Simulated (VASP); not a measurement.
# Ni (Im-3m) in VASP: single point with LDA

Aim: the single point of Ni with LDA.

All numbers are computed with VASP 6.6.1; they aren't measurements. Logs are shortened: lines on timing, memory, paths and dates and some standing lists are left out, and cuts for length are marked.

## Step 1: The cell of the first run

It takes space group Im-3m (No. 229, cubic). The conventional cell has a = 2.767 Å, b = 2.767 Å, c = 2.767 Å, α = 90.00°, β = 90.00°, γ = 90.00°. Ni (site symmetry m-3m) has 14 Ni at 2.40 to 2.77 Å within 3.2 Å.

This isn't the form of Ni at room conditions, which is fcc.

## Step 2: Single point, LDA, collinear spin, ferromagnetic start

File INCAR:

```
  ALGO = Normal
  EDIFF = 1E-6
  ENCUT = 690
  GGA = CA
  GGA_COMPAT = False
  ISIF = 2
  ISMEAR = -1
  ISPIN = 2
  LASPH = True
  LCHARG = False
  LMAXMIX = 4
  LORBIT = 11
  LREAL = False
  LWAVE = False
  MAGMOM = 1.5
  NBANDS = 19
  NELM = 200
  PREC = Accurate
  SIGMA = 0.05
```

File KPOINTS:

```
k-points
0
Gamma
  17 17 17
```

File POSCAR:

```
Ni
1.0
   -1.3837154700      1.3837154700      1.3837154700
    1.3837154700     -1.3837154700      1.3837154700
    1.3837154700      1.3837154700     -1.3837154700
Ni
1
Direct
    0.0000000000      0.0000000000      0.0000000000
```

Potentials or basis: VASP PAW LDA potentials, release 64 (Ni_sv_GW).

On the command line:

```console
> cat potpaw_LDA.64/Ni_sv_GW/POTCAR > POTCAR
> mpirun -np 1 vasp_std > vasp.out
```

OUTCAR:

```text
EDIFF = 1E-6
   ENCUT = 690
   GGA = CA
   ISIF = 2
   ISMEAR = -1
   ISPIN = 2
   LASPH = True
   LORBIT = 11
   LREAL = False
   NELM = 200
   PREC = Accurate

 ion  position               nearest neighbor table
   1  0.000  0.000  0.000-

  LATTYP: Found a body centered cubic cell.
 ALAT       =     2.7674309400

  Lattice vectors:

 A1 = (  -1.3837154700,   1.3837154700,   1.3837154700)
 A2 = (   1.3837154700,  -1.3837154700,   1.3837154700)
 A3 = (   1.3837154700,   1.3837154700,  -1.3837154700)

Analysis of symmetry for initial positions (statically):
=====================================================================
 Subroutine PRICEL returns:
 Original cell was already a primitive cell.

 Routine SETGRP: Setting up the symmetry group for a
 body centered cubic supercell.

 Subroutine GETGRP returns: Found 48 space group operations
 (whereof 48 operations were pure point group operations)
 out of a pool of 48 trial point group operations.

The static configuration has the point symmetry O_h .

Analysis of symmetry for dynamics (positions and initial velocities):
=====================================================================
 Subroutine PRICEL returns:
 Original cell was already a primitive cell.

 Routine SETGRP: Setting up the symmetry group for a
 body centered cubic supercell.

 Subroutine GETGRP returns: Found 48 space group operations
 (whereof 48 operations were pure point group operations)
 out of a pool of 48 trial point group operations.

The dynamic configuration has the point symmetry O_h .

Analysis of structural, dynamic, and magnetic symmetry:
=====================================================================
 Subroutine PRICEL returns:
 Original cell was already a primitive cell.

 Routine SETGRP: Setting up the symmetry group for a
 body centered cubic supercell.

 Subroutine GETGRP returns: Found 48 space group operations
 (whereof 48 operations were pure point group operations)
 out of a pool of 48 trial point group operations.

The overall configuration has the point symmetry O_h .

 Subroutine INISYM returns: Found 48 space group operations
 (whereof 48 operations are pure point group operations),
 and found     1 'primitive' translations

----------------------------------------------------------------------------------------

                                     Primitive cell

  volume of cell :      10.5974

  direct lattice vectors                    reciprocal lattice vectors
    -1.383715470  1.383715470  1.383715470     0.000000000  0.361345964  0.361345964
     1.383715470 -1.383715470  1.383715470     0.361345964  0.000000000  0.361345964
     1.383715470  1.383715470 -1.383715470     0.361345964  0.361345964  0.000000000

  length of vectors
     2.396665497  2.396665497  2.396665497     0.511020363  0.511020363  0.511020363

  position of ions in fractional coordinates (direct lattice)
     0.000000000  0.000000000  0.000000000

  ion indices of the primitive-cell ions
   primitive index   ion index
                 1           1

----------------------------------------------------------------------------------------

 KPOINTS: k-points

Automatic generation of k-mesh.
 Grid dimensions read from file:
 generate k-points for:   17   17   17

 Generating k-lattice:

  Cartesian coordinates                     Fractional coordinates (reciprocal lattice)
     0.000000000  0.021255645  0.021255645     0.058823529  0.000000000  0.000000000
     0.021255645  0.000000000  0.021255645     0.000000000  0.058823529  0.000000000
     0.021255645  0.021255645  0.000000000     0.000000000  0.000000000  0.058823529

  Length of vectors
     0.030060021  0.030060021  0.030060021

  Shift w.r.t. Gamma in fractional coordinates (k-lattice)
     0.000000000  0.000000000  0.000000000

 Subroutine IBZKPT returns following result:
 ===========================================

 Found    165 irreducible k-points:

 Following reciprocal coordinates:
            Coordinates               Weight
  0.000000  0.000000  0.000000      1.000000
  0.058824  0.000000  0.000000     12.000000
  0.117647  0.000000  0.000000     12.000000
  0.176471  0.000000  0.000000     12.000000
  0.235294  0.000000  0.000000     12.000000
  0.294118  0.000000  0.000000     12.000000
[... 16 lines left out ...]
  0.411765  0.117647 -0.000000     48.000000
  0.176471  0.176471  0.000000     24.000000
 [... further k-points ...]
   k-points           NKPTS =    165   k-points in BZ     NKDIM =    165   number of bands    NBANDS=     19
   number of dos      NEDOS =    301   number of ions     NIONS =      1
   total plane-waves  NPLWV =  13824
   dimension x,y,z NGX =    24 NGY =   24 NGZ =   24
   dimension x,y,z NGXF=    48 NGYF=   48 NGZF=   48
   ions per type =               1
   NGX,Y,Z   is equivalent  to a cutoff of  16.65, 16.65, 16.65 a.u.
   NGXF,Y,Z  is equivalent  to a cutoff of  33.30, 33.30, 33.30 a.u.
 SYSTEM =  unknown system
   PREC   = accura    normal or accurate (medium, high low for compatibility)
   ISTART =      0    job   : 0-new  1-cont  2-samecut
   ICHARG =      2    charge: 1-file 2-atom 10-const
   ISPIN  =      2    spin polarized calculation?
   LNONCOLLINEAR =      F non collinear calculations
   LSORBIT =      F    spin-orbit coupling
   LASPH  =      T    aspherical Exc in radial PAW
   ENCUT  =  690.0 eV  50.71 Ry    7.12 a.u.   5.13  5.13  5.13*2*pi/ulx,y,z
   NELM   =    200;   NELMIN=  2; NELMDL= -5     # of ELM steps
   EDIFF  = 0.1E-05   stopping-criterion for ELM
   LREAL  =      F    real-space projection
   EDIFFG = 0.1E-04   stopping-criterion for IOM
   NSW    =      0    number of steps for IOM
   IBRION =     -1    ionic relax: 0-MD 1-quasi-New 2-CG
   NFREE  =      0    steps in history (QN), initial steepest desc. (CG)
   ISIF   =      2    stress and relaxation
   ISYM   =      2    0-nonsym 1-usesym 2-fastsym
   POTIM  = 0.5000    time-step for ionic-motion
   TEBEG  =    0.0;   TEEND  =   0.0 temperature during run
   PSTRESS=    0.0 pullay stress
   NELECT =      18.0000    total number of electrons
   NUPDOWN=      -1.0000    fix difference up-down
   EMIN   =  10.00;   EMAX   =-10.00  energy-range for DOS
   EFERMI =   0.00;   METHOD = LEGACY
   ISMEAR =    -1;   SIGMA  =   0.05  broadening in eV -4-tet -1-fermi 0-gaus
   EFERMI_NEDOS =   21; number of points for ismear=-14 and -15
   IALGO  =     38    algorithm
   IMIX   =      4    mixing-type and parameters
     AMIX     =   0.40;   BMIX     =  1.00
     AMIX_MAG =   1.60;   BMIX_MAG =  1.00
  volume/ion in A,a.u.               =      10.60        71.51
  Fermi-wavevector in a.u.,A,eV,Ry     =   1.953285  3.691173 51.910593  3.815321
  Thomas-Fermi vector in A             =   2.980140
   LORBIT       =     11    0 simple, 1 ext, 2 COOP (PROOUT), +10 PAW based schemes
   GGA     = CA    functional components
   LHFCALC =     F    Hartree Fock is set to
   AEXX    =    0.0000 exact exchange contribution
   IVDW    =     0    specifies the selected vdW correction
   LEPSILON=     F    determine dielectric tensor
   LRPA    =     F    only Hartree local field effects (RPA)
 spin polarized calculation
  energy-cutoff  :      690.00
  volume of cell :       10.60
 maximum number of plane-waves:       450
 NGX is ok and might be reduce to    24
   NGX = 11   NGY = 11   NGZ = 11

 number of electron      18.0000007 magnetization       0.4142174

 Free energy of the ion-electron system (eV)
  ---------------------------------------------------
  ext. energy  EPLUGINS =         0.00000000
  ---------------------------------------------------
  free energy    TOTEN  =        -7.34420991 eV

  energy without entropy =       -7.32851723  energy(sigma->0) =       -7.33636357

 E-fermi :   7.6229     XC(G=0): -14.4890

 val. band max:        7.6207319039   @ k =   0.2941   0.0588  -0.0000
 cond. band min:       7.6325464411   @ k =   0.2353   0.0588   0.0588
 fundamental gap:      0.0118145372
 Fermi energy:         7.6228500785

 spin component 1

 k-point     1 :       0.0000    0.0000    0.0000
  band No.  band energies     occupation
      1     -94.5642      1.00000
      2     -55.4095      1.00000
      3     -55.4095      1.00000
      4     -55.4095      1.00000
      5      -1.4996      1.00000
      6       5.3753      1.00000
[... 11 lines left out ...]
     18      40.5541      0.00000
     19      40.5811      0.00000

 k-point     2 :       0.0588    0.0000    0.0000
  band No.  band energies     occupation
      1     -94.5628      1.00000
      2     -55.4183      1.00000
      3     -55.4125      1.00000
      4     -55.4094      1.00000
      5      -1.3531      1.00000
      6       5.3404      1.00000
[... 11 lines left out ...]
     18      41.0655      0.00000
     19      42.1560      0.00000

 k-point     3 :       0.1176    0.0000    0.0000
  band No.  band energies     occupation
      1     -94.5583      1.00000
      2     -55.4433      1.00000
      3     -55.4211      1.00000
      4     -55.4092      1.00000
      5      -0.9211      1.00000
      6       5.2412      1.00000
[... 11 lines left out ...]
     18      42.3754      0.00000
     19      44.6455      0.00000

 k-point     4 :       0.1765    0.0000    0.0000
  band No.  band energies     occupation
      1     -94.5518      1.00000
      2     -55.4813      1.00000
      3     -55.4343      1.00000
      4     -55.4090      1.00000
      5      -0.2295      1.00000
      6       5.0930      1.00000
[... 407 lines left out ...]
     18      51.3012      0.00000
     19      53.2659      0.00000

 k-point    23 :       0.4118    0.1176   -0.0000
  band No.  band energies     occupation
      1     -94.5192      1.00000
      2     -55.6541      1.00000
      3     -55.5075      1.00000
      4     -55.4209      1.00000
      5       3.1576      1.00000
      6       4.4470      1.00000
[... 11 lines left out ...]
     18      50.8297      0.00000
     19      56.5364      0.00000

 k-point    24 :       0.1765    0.1765    0.0000
  band No.  band energies     occupation
      1     -94.5347      1.00000
      2     -55.5732      1.00000
      3     -55.4651      1.00000
      4     -55.4258      1.00000
      5       1.9151      1.00000
      6       4.8405      1.00000
[... 11 lines left out ...]
     18      47.4467      0.00000
     19      49.8665      0.00000

 [... further k-points ...]

 spin component 2

 k-point     1 :       0.0000    0.0000    0.0000
  band No.  band energies     occupation
      1     -94.0668      1.00000
      2     -54.9261      1.00000
      3     -54.9261      1.00000
      4     -54.9261      1.00000
      5      -1.4653      1.00000
      6       5.8112      1.00000
[... 11 lines left out ...]
     18      40.7403      0.00000
     19      40.7477      0.00000

 k-point     2 :       0.0588    0.0000    0.0000
  band No.  band energies     occupation
      1     -94.0653      1.00000
      2     -54.9352      1.00000
      3     -54.9292      1.00000
      4     -54.9261      1.00000
      5      -1.3187      1.00000
      6       5.7748      1.00000
[... 11 lines left out ...]
     18      41.2177      0.00000
     19      42.2520      0.00000

 k-point     3 :       0.1176    0.0000    0.0000
  band No.  band energies     occupation
      1     -94.0608      1.00000
      2     -54.9606      1.00000
      3     -54.9380      1.00000
      4     -54.9259      1.00000
      5      -0.8860      1.00000
      6       5.6714      1.00000
[... 11 lines left out ...]
     18      42.4992      0.00000
     19      44.7337      0.00000

 k-point     4 :       0.1765    0.0000    0.0000
  band No.  band energies     occupation
      1     -94.0542      1.00000
      2     -54.9993      1.00000
      3     -54.9513      1.00000
      4     -54.9257      1.00000
      5      -0.1918      1.00000
      6       5.5172      1.00000
[... 407 lines left out ...]
     18      51.3799      0.00000
     19      53.3359      0.00000

 k-point    23 :       0.4118    0.1176   -0.0000
  band No.  band energies     occupation
      1     -94.0210      1.00000
      2     -55.1754      1.00000
      3     -55.0258      1.00000
      4     -54.9378      1.00000
      5       3.4172      1.00000
      6       4.8400      1.00000
[... 11 lines left out ...]
     18      50.8710      0.00000
     19      56.6568      0.00000

 k-point    24 :       0.1765    0.1765    0.0000
  band No.  band energies     occupation
      1     -94.0367      1.00000
      2     -55.0930      1.00000
      3     -54.9827      1.00000
      4     -54.9428      1.00000
      5       1.9846      1.00000
      6       5.2137      1.00000
[... 11 lines left out ...]
     18      47.5062      0.00000
     19      49.9394      0.00000

 [... further k-points ...]
[... 5 lines left out ...]
  --------------------------------------------------------------------------------------
  -------------------------------------------------------------------------------------
  Total       -0.7585032     -0.7585032     -0.7585032      0.0000000     -0.0000000     -0.0000000
  in kB     -114.6747035   -114.6747035   -114.6747035      0.0000000     -0.0000000     -0.0000000
  external PRESSURE =    -114.6747035 kB  Pullay stress =       0.0000000 kB

 VOLUME and BASIS-vectors are now :
 -----------------------------------------------------------------------------
  energy-cutoff  :      690.00
  volume of cell :       10.60
      direct lattice vectors                 reciprocal lattice vectors
    -1.383715470  1.383715470  1.383715470     0.000000000  0.361345964  0.361345964
     1.383715470 -1.383715470  1.383715470     0.361345964  0.000000000  0.361345964
     1.383715470  1.383715470 -1.383715470     0.361345964  0.361345964  0.000000000

 POSITION                                       TOTAL-FORCE (eV/Angst)
 -----------------------------------------------------------------------------------
      0.00000      0.00000      0.00000         0.000000      0.000000      0.000000
 -----------------------------------------------------------------------------------
    total drift:                                0.000000      0.000000      0.000000

  FREE ENERGIE OF THE ION-ELECTRON SYSTEM (eV)
  ---------------------------------------------------
  free  energy   TOTEN  =        -7.3442099063 eV

  energy  without entropy=       -7.3285172320  energy(sigma->0) =       -7.33636357

 total charge

# of ion       s       p       d       f       tot
--------------------------------------------------
    1        2.242   6.299   7.836   0.005  16.383

 magnetization (x)

# of ion       s       p       d       f       tot
--------------------------------------------------
    1       -0.000  -0.006   0.435   0.000   0.429
```

Wall time 53 s (1 thread of Intel Xeon Platinum 8375C at 2.90GHz (Ice Lake), shared host); peak memory 0.21 GiB.

What came out:

```yaml
Free_energy: -7.3442 eV
Pressure: -11.5 GPa
Net_moment: 0.41 μB per cell
Site_moments: Ni +0.43 μB
Valence_electrons_inside_the_program's_atomic_spheres: Ni 16.38
```

Caveat: the cell stands under tension.
